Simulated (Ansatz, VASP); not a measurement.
**One calculation of TePb, two programs**

```
Te Pb
1.0
     0.00000    3.28398    3.28398
     3.28398    0.00000    3.28398
     3.28398    3.28398    0.00000
Te Pb
1 1
Direct
  0.50000 0.50000 0.50000
  0.00000 0.00000 0.00000
```

Alike in both runs: task single point; functional PBE; k mesh 5 × 5 × 5; no spin polarisation.

```csv
,VASP,Ansatz
version,VASP 6.6.1,Ansatz 0.2.0
potentials or method,"VASP PAW PBE potentials, release 64 (Te, Pb_d), cutoff 520 eV","plane waves, PAW"
occupations,"gaussian, width 0.01 eV",fixed
valence electrons in the cell,20,30
```

```csv
,VASP,Ansatz,Ansatz less VASP
pressure (GPa),0.0,0.0,+0.06
```

VASP's potentials hold 20 valence electrons a cell and Ansatz's 30, so a difference there can come from the potentials and not from the codes. Ansatz's warnings: stress scf threshold loose.

Neither program's run includes spin-orbit coupling.
